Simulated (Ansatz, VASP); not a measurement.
# Two plane-wave programs on Pt2Cl

INCAR

```
SYSTEM = Pt2Cl
PREC = Accurate
ENCUT = 600
EDIFF = 1E-7
ISMEAR = 0
SIGMA = 0.2
LREAL = .False.
LASPH = .True.
NELM = 60
ALGO = Normal
ISIF = 3
LWAVE = .False.
LCHARG = .False.
GGA = PE
IBRION = 2
NSW = 80
EDIFFG = -0.025
```

Contents of KPOINTS:

```
Automatic mesh
0
Gamma
  8 4 4
  0 0 0
```

The input POSCAR:

```
Pt2Cl
1.0
    2.8237281010      0.0080489203     -0.0299990180
    0.0139411390      4.9017341128      0.0060145149
   -0.0799299174      0.0092521423      7.4138082663
Pt Cl
4 2
Direct
    0.4892981927      0.4947679871      0.3307484642
    0.0310089304      1.0081429598      0.3260994529
    0.9918031857     -0.0082110192      0.6703361454
    0.4724772765      0.5087984141      0.6773513687
    0.5061715398      0.5016212829     -0.0051812550
    0.0092408750     -0.0051196247      0.0006458238
```

Input for Ansatz:

```yaml
crystal:
  lattice:
    - [2.823728101, 0.0080489203, -0.029999018]
    - [0.013941139, 4.9017341128, 0.0060145149]
    - [-0.0799299174, 0.0092521423, 7.4138082663]
  atoms:
    - { symbol: Pt, position: [0.4892981927, 0.4947679871, 0.3307484642] }
    - { symbol: Pt, position: [0.0310089304, 1.0081429598, 0.3260994529] }
    - { symbol: Pt, position: [0.9918031857, -0.0082110192, 0.6703361454] }
    - { symbol: Pt, position: [0.4724772765, 0.5087984141, 0.6773513687] }
    - { symbol: Cl, position: [0.5061715398, 0.5016212829, -0.005181255] }
    - { symbol: Cl, position: [0.009240875, -0.0051196247, 0.0006458238] }
basis:
  ecutwfc: 420
kpoints:
  mp_grid: { grid: [8, 4, 4] }
hamiltonian:
  xc: pbe
scf:
  occupations: { method: gaussian, width: 0.2 }
  lower_state_search: "off"
output:
  forces: true
  stress: true
  eigenvalues: true
relax:
  adjacent_minimum: "off"
  f_tol: 0.025
  max_steps: 60
  cell: { stress_tol: 0.25 }
```

Change from the starting cell: cell x2, atoms moved at random (sigma 0.05 Å) and cell strained at random (1.5 %), then relaxed without symmetry.

Alike in both runs: task relaxation of cell and atoms; functional PBE; k mesh 8 × 4 × 4; occupations gaussian, width 0.2 eV; no spin polarisation.

|  | VASP | Ansatz |
| --- | --- | --- |
| version | VASP 6.6.1 | Ansatz 0.2.0 |
| potentials or method | VASP PAW PBE potentials, release 64 (Pt, Cl), cutoff 600 eV | scalar-relativistic, plane waves, PAW |
| valence electrons in the cell | 54 | 86 |

Ansatz gave:

```
gap on the k mesh at the Fermi level, each at its own relaxed structure (eV)  : none
relaxed volume (Å³/atom)                                                      : 16.94
relaxed length of the cell vector where the two differ most in proportion (Å) : 2.817
```

Problem. Which values does VASP return?

Solution. gap on the k mesh at the Fermi level, each at its own relaxed structure (eV): none; relaxed volume (Å³/atom): 16.91; relaxed length of the cell vector where the two differ most in proportion (Å): 2.815.

A gap of «none» marks a metal or a gap that the smearing closes. VASP's potentials hold 54 valence electrons a cell and Ansatz's 86, so a difference there can come from the potentials and not from the codes.

Neither program's run includes spin-orbit coupling.
